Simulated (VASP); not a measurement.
# NbSi (Pm-3m) in VASP: notebook

The runs below take NbSi through single point, with r2SCAN+U.

All numbers are computed with VASP 6.6.1; they aren't measurements. Logs are shortened: lines on timing, memory, paths and dates and some standing lists are left out, and cuts for length are marked.

## (1) The cell of the first run

It takes space group Pm-3m (No. 221, cubic). Conventional cell: a = 3.160 Å, b = 3.160 Å, c = 3.160 Å, α = 90.00°, β = 90.00°, γ = 90.00°. Nb (site symmetry m-3m) has 8 Si at 2.74 Å and 6 Nb at 3.16 Å within 3.6 Å. Within 3.6 Å of Si (site symmetry m-3m) lie 8 Nb at 2.74 Å and 6 Si at 3.16 Å.

## (2) Single point, r2SCAN+U

POSCAR

```
NbSi
1.0
    3.1603133515      0.0000000000      0.0000000000
    0.0000000000      3.1603133515      0.0000000000
    0.0000000000      0.0000000000      3.1603133515
Nb Si
1 1
Direct
    0.0000000000      0.0000000000      0.0000000000
    0.5000000000      0.5000000000      0.5000000000
```

INCAR.step1

```
PREC = Accurate
ENCUT = 520
ISMEAR = -1
SIGMA = 0.05
LREAL = False
LASPH = True
NELM = 150
LMAXMIX = 4
LDAU = True
LDAUTYPE = 2
LDAUL = 2 -1
LDAUU = 4 0
LDAUJ = 0 0
NBANDS = 16
GGA = PE
ALGO = Normal
EDIFF = 1E-4
LWAVE = True
LCHARG = False
```

INCAR.step2

```
PREC = Accurate
ENCUT = 520
EDIFF = 1E-7
ISMEAR = -1
SIGMA = 0.05
LREAL = False
LASPH = True
NELM = 150
ALGO = Normal
ISIF = 2
LWAVE = False
LCHARG = False
LMAXMIX = 4
LDAU = True
LDAUTYPE = 2
LDAUL = 2 -1
LDAUU = 4 0
LDAUJ = 0 0
LDAUPRINT = 1
METAGGA = R2SCAN
LMIXTAU = True
NBANDS = 16
ISTART = 1
```

KPOINTS

```
Automatic mesh
0
Gamma
  8 8 8
```

Potentials or basis: VASP PAW PBE potentials, release 64 (Nb_sv, Si).

The run is started by

```console
$ cat potpaw_PBE.64/Nb_sv/POTCAR potpaw_PBE.64/Si/POTCAR > POTCAR
$ cp INCAR.step1 INCAR
$ mpirun -np 1 vasp_std > vasp.out
$ cp INCAR.step2 INCAR
$ mpirun -np 1 vasp_std > vasp.out
```

OUTCAR:

```text
PREC = Accurate
   ENCUT = 520
   EDIFF = 1E-7
   ISMEAR = -1
   LREAL = False
   LASPH = True
   NELM = 150
   ISIF = 2
   METAGGA = R2SCAN
   ISTART = 1

 ion  position               nearest neighbor table
   1  0.000  0.000  0.000-   2 2.74   2 2.74   2 2.74   2 2.74   2 2.74   2 2.74   2 2.74   2 2.74

   2  0.500  0.500  0.500-   1 2.74   1 2.74   1 2.74   1 2.74   1 2.74   1 2.74   1 2.74   1 2.74

  LATTYP: Found a simple cubic cell.
 ALAT       =     3.1603133515

  Lattice vectors:

 A1 = (   3.1603133515,   0.0000000000,   0.0000000000)
 A2 = (   0.0000000000,   3.1603133515,   0.0000000000)
 A3 = (   0.0000000000,   0.0000000000,   3.1603133515)

Analysis of symmetry for initial positions (statically):
=====================================================================
 Subroutine PRICEL returns:
 Original cell was already a primitive cell.

 Routine SETGRP: Setting up the symmetry group for a
 simple cubic supercell.

 Subroutine GETGRP returns: Found 48 space group operations
 (whereof 48 operations were pure point group operations)
 out of a pool of 48 trial point group operations.

The static configuration has the point symmetry O_h .

Analysis of symmetry for dynamics (positions and initial velocities):
=====================================================================
 Subroutine PRICEL returns:
 Original cell was already a primitive cell.

 Routine SETGRP: Setting up the symmetry group for a
 simple cubic supercell.

 Subroutine GETGRP returns: Found 48 space group operations
 (whereof 48 operations were pure point group operations)
 out of a pool of 48 trial point group operations.

The dynamic configuration has the point symmetry O_h .

 Subroutine INISYM returns: Found 48 space group operations
 (whereof 48 operations are pure point group operations),
 and found     1 'primitive' translations

----------------------------------------------------------------------------------------

                                     Primitive cell

  volume of cell :      31.5639

  direct lattice vectors                    reciprocal lattice vectors
     3.160313352  0.000000000  0.000000000     0.316424319  0.000000000  0.000000000
     0.000000000  3.160313352  0.000000000     0.000000000  0.316424319  0.000000000
     0.000000000  0.000000000  3.160313352     0.000000000  0.000000000  0.316424319

  length of vectors
     3.160313352  3.160313352  3.160313352     0.316424319  0.316424319  0.316424319

  position of ions in fractional coordinates (direct lattice)
     0.000000000  0.000000000  0.000000000
     0.500000000  0.500000000  0.500000000

  ion indices of the primitive-cell ions
   primitive index   ion index
                 1           1
                 2           2

----------------------------------------------------------------------------------------

 KPOINTS: Automatic mesh

Automatic generation of k-mesh.
 Grid dimensions read from file:
 generate k-points for:    8    8    8

 Generating k-lattice:

  Cartesian coordinates                     Fractional coordinates (reciprocal lattice)
     0.039553040  0.000000000  0.000000000     0.125000000  0.000000000  0.000000000
     0.000000000  0.039553040  0.000000000     0.000000000  0.125000000  0.000000000
     0.000000000  0.000000000  0.039553040     0.000000000  0.000000000  0.125000000

  Length of vectors
     0.039553040  0.039553040  0.039553040

  Shift w.r.t. Gamma in fractional coordinates (k-lattice)
     0.000000000  0.000000000  0.000000000

 Subroutine IBZKPT returns following result:
 ===========================================

 Found     35 irreducible k-points:

 Following reciprocal coordinates:
            Coordinates               Weight
  0.000000  0.000000  0.000000      1.000000
  0.125000  0.000000  0.000000      6.000000
  0.250000  0.000000  0.000000      6.000000
  0.375000  0.000000  0.000000      6.000000
  0.500000  0.000000  0.000000      3.000000
  0.125000  0.125000  0.000000     12.000000
[... 16 lines left out ...]
  0.375000  0.375000  0.125000     24.000000
  0.500000  0.375000  0.125000     24.000000
 [... further k-points ...]
   k-points           NKPTS =     35   k-points in BZ     NKDIM =     35   number of bands    NBANDS=     16
   number of dos      NEDOS =    301   number of ions     NIONS =      2
   total plane-waves  NPLWV =  13824
   dimension x,y,z NGX =    24 NGY =   24 NGZ =   24
   dimension x,y,z NGXF=    48 NGYF=   48 NGZF=   48
   ions per type =               1   1
   NGX,Y,Z   is equivalent  to a cutoff of  12.63, 12.63, 12.63 a.u.
   NGXF,Y,Z  is equivalent  to a cutoff of  25.25, 25.25, 25.25 a.u.
 SYSTEM =  unknown system
   PREC   = accura    normal or accurate (medium, high low for compatibility)
   ISTART =      1    job   : 0-new  1-cont  2-samecut
   ICHARG =      0    charge: 1-file 2-atom 10-const
   ISPIN  =      1    spin polarized calculation?
   LNONCOLLINEAR =      F non collinear calculations
   LSORBIT =      F    spin-orbit coupling
   LASPH  =      T    aspherical Exc in radial PAW
   ENCUT  =  520.0 eV  38.22 Ry    6.18 a.u.   5.88  5.88  5.88*2*pi/ulx,y,z
   NELM   =    150;   NELMIN=  2; NELMDL=  0     # of ELM steps
   EDIFF  = 0.1E-06   stopping-criterion for ELM
   LREAL  =      F    real-space projection
   EDIFFG = 0.1E-05   stopping-criterion for IOM
   NSW    =      0    number of steps for IOM
   IBRION =     -1    ionic relax: 0-MD 1-quasi-New 2-CG
   NFREE  =      0    steps in history (QN), initial steepest desc. (CG)
   ISIF   =      2    stress and relaxation
   ISYM   =      2    0-nonsym 1-usesym 2-fastsym
   POTIM  = 0.5000    time-step for ionic-motion
   TEBEG  =    0.0;   TEEND  =   0.0 temperature during run
   PSTRESS=    0.0 pullay stress
   NELECT =      17.0000    total number of electrons
   NUPDOWN=      -1.0000    fix difference up-down
   EMIN   =  10.00;   EMAX   =-10.00  energy-range for DOS
   EFERMI =   0.00;   METHOD = LEGACY
   ISMEAR =    -1;   SIGMA  =   0.05  broadening in eV -4-tet -1-fermi 0-gaus
   EFERMI_NEDOS =   21; number of points for ismear=-14 and -15
   IALGO  =     38    algorithm
   IMIX   =      4    mixing-type and parameters
     AMIX     =   0.40;   BMIX     =  1.00
     AMIX_MAG =   1.60;   BMIX_MAG =  1.00
  volume/ion in A,a.u.               =      15.78       106.50
  Fermi-wavevector in a.u.,A,eV,Ry     =   1.331970  2.517058 24.138683  1.774143
  Thomas-Fermi vector in A             =   2.460940
   LORBIT       =      0    0 simple, 1 ext, 2 COOP (PROOUT), +10 PAW based schemes
 LDA+U is selected, type is set to LDAUTYPE =  2
   angular momentum for each species LDAUL =     2   -1
   U (eV)           for each species LDAUU =   4.0  0.0
   J (eV)           for each species LDAUJ =   0.0  0.0
   METAGGA = R2SCAN    functional components
   LHFCALC =     F    Hartree Fock is set to
   AEXX    =    0.0000 exact exchange contribution
   IVDW    =     0    specifies the selected vdW correction
   LEPSILON=     F    determine dielectric tensor
   LRPA    =     F    only Hartree local field effects (RPA)
 non-spin polarized calculation
  energy-cutoff  :      520.00
  volume of cell :       31.56
 maximum number of plane-waves:       876
 NGX is ok and might be reduce to    24
   NGX = 11   NGY = 11   NGZ = 11

atom =   1  type =  1  l = 2

 onsite density matrix

spin component  1

  0.1861  0.0000 -0.0000 -0.0000  0.0000
  0.0000  0.1861 -0.0000 -0.0000  0.0000
 -0.0000 -0.0000  0.2742  0.0000 -0.0000
 -0.0000 -0.0000  0.0000  0.1861 -0.0000
  0.0000  0.0000 -0.0000 -0.0000  0.2742

spin component  2

  0.1861  0.0000 -0.0000 -0.0000  0.0000
  0.0000  0.1861 -0.0000 -0.0000  0.0000
 -0.0000 -0.0000  0.2742  0.0000 -0.0000
 -0.0000 -0.0000  0.0000  0.1861 -0.0000
  0.0000  0.0000 -0.0000 -0.0000  0.2742

 occupancies and eigenvectors

  o =  0.1861  v =  0.0000 -0.8213 -0.0000 -0.5705 -0.0000  0.0000  0.0000  0.0000  0.0000  0.0000      0.0000  0.0000  0.0000  0.0000  0.0000  0.0000  0.0000  0.0000  0.0000  0.0000
  o =  0.1861  v =  0.0000  0.0000  0.0000  0.0000  0.0000  0.0000 -0.8213 -0.0000 -0.5705 -0.0000      0.0000  0.0000  0.0000  0.0000  0.0000  0.0000  0.0000  0.0000  0.0000  0.0000
  o =  0.1861  v =  1.0000  0.0000  0.0000  0.0000  0.0000  0.0000  0.0000  0.0000  0.0000  0.0000      0.0000  0.0000  0.0000  0.0000  0.0000  0.0000  0.0000  0.0000  0.0000  0.0000
  o =  0.1861  v =  0.0000  0.0000  0.0000  0.0000  0.0000  1.0000  0.0000  0.0000  0.0000  0.0000      0.0000  0.0000  0.0000  0.0000  0.0000  0.0000  0.0000  0.0000  0.0000  0.0000
  o =  0.1861  v =  0.0000 -0.5705 -0.0000  0.8213  0.0000  0.0000  0.0000  0.0000  0.0000  0.0000      0.0000  0.0000  0.0000  0.0000  0.0000  0.0000  0.0000  0.0000  0.0000  0.0000
  o =  0.1861  v =  0.0000  0.0000  0.0000  0.0000  0.0000  0.0000 -0.5705 -0.0000  0.8213  0.0000      0.0000  0.0000  0.0000  0.0000  0.0000  0.0000  0.0000  0.0000  0.0000  0.0000
  o =  0.2742  v =  0.0000  0.0000 -0.0634  0.0000 -0.9980  0.0000  0.0000  0.0000  0.0000  0.0000      0.0000  0.0000  0.0000  0.0000  0.0000  0.0000  0.0000  0.0000  0.0000  0.0000
  o =  0.2742  v =  0.0000  0.0000  0.0000  0.0000  0.0000  0.0000  0.0000 -0.0634  0.0000 -0.9980      0.0000  0.0000  0.0000  0.0000  0.0000  0.0000  0.0000  0.0000  0.0000  0.0000
  o =  0.2742  v =  0.0000  0.0000  0.0000  0.0000  0.0000  0.0000 -0.0000  0.9980  0.0000 -0.0634      0.0000  0.0000  0.0000  0.0000  0.0000  0.0000  0.0000  0.0000  0.0000  0.0000
  o =  0.2742  v =  0.0000 -0.0000  0.9980  0.0000 -0.0634  0.0000  0.0000  0.0000  0.0000  0.0000      0.0000  0.0000  0.0000  0.0000  0.0000  0.0000  0.0000  0.0000  0.0000  0.0000

 number of electron      17.0000003 magnetization

 Free energy of the ion-electron system (eV)
  ---------------------------------------------------
  ext. energy  EPLUGINS =         0.00000000
  ---------------------------------------------------
  free energy    TOTEN  =       -30.30983892 eV

  energy without entropy =      -30.29408045  energy(sigma->0) =      -30.30195968

 E-fermi :  11.5000     XC(G=0): -13.0440

 val. band max:       11.4925205640   @ k =   0.2500   0.0000   0.0000
 cond. band min:      11.5279276835   @ k =   0.5000   0.3750   0.2500
 fundamental gap:      0.0354071195
 Fermi energy:        11.5000005391

 k-point     1 :       0.0000    0.0000    0.0000
  band No.  band energies     occupation
      1     -45.9103      2.00000
      2     -21.0493      2.00000
      3     -21.0493      2.00000
      4     -21.0493      2.00000
      5      -0.5518      2.00000
      6       8.5299      2.00000
[... 8 lines left out ...]
     15      21.8106      0.00000
     16      21.8106      0.00000
[... 420 lines left out ...]
  band No.  band energies     occupation
      1     -45.8358      2.00000
      2     -21.4299      2.00000
      3     -21.3598      2.00000
      4     -21.0339      2.00000
      5       3.1543      2.00000
      6       6.9110      2.00000
[... 8 lines left out ...]
     15      22.1812      0.00000
     16      23.5305      0.00000

 [... further k-points ...]
[... 5 lines left out ...]
  --------------------------------------------------------------------------------------
  -------------------------------------------------------------------------------------
  Total        0.7214068      0.7214068      0.7214068     -0.0000000      0.0000000      0.0000000
  in kB       36.6184878     36.6184878     36.6184878     -0.0000000      0.0000000      0.0000000
  external PRESSURE =      36.6184878 kB  Pullay stress =       0.0000000 kB

 VOLUME and BASIS-vectors are now :
 -----------------------------------------------------------------------------
  energy-cutoff  :      520.00
  volume of cell :       31.56
      direct lattice vectors                 reciprocal lattice vectors
     3.160313352  0.000000000  0.000000000     0.316424319  0.000000000  0.000000000
     0.000000000  3.160313352  0.000000000     0.000000000  0.316424319  0.000000000
     0.000000000  0.000000000  3.160313352     0.000000000  0.000000000  0.316424319

 POSITION                                       TOTAL-FORCE (eV/Angst)
 -----------------------------------------------------------------------------------
      0.00000      0.00000      0.00000         0.000000      0.000000      0.000000
      1.58016      1.58016      1.58016         0.000000      0.000000      0.000000
 -----------------------------------------------------------------------------------
    total drift:                               -0.000000      0.000000      0.000000

  FREE ENERGIE OF THE ION-ELECTRON SYSTEM (eV)
  ---------------------------------------------------
  free  energy   TOTEN  =       -30.3098389198 eV

  energy  without entropy=      -30.2940804484  energy(sigma->0) =      -30.30195968
```

Wall time 1.8 min (1 thread of AMD EPYC 7R13, shared host); peak memory 0.12 GiB.

Results:

- Free energy: -30.3098 eV
- Pressure: 3.7 GPa

Eigenvalues of the final occupation matrices:
| site | spin | trace | eigenvalues |
| --- | --- | --- | --- |
| site 1 d | 1 | 1.11 | 0.19 0.19 0.19 0.27 0.27 |
| site 1 d | 2 | 1.11 | 0.19 0.19 0.19 0.27 0.27 |

Caveat: the PAW data sets were made with another functional, which shifts forces and pressure a little; U without spin polarisation on a metal has little footing; the U is typed as a test and isn't derived for this compound.

[end of part 1 of 2]
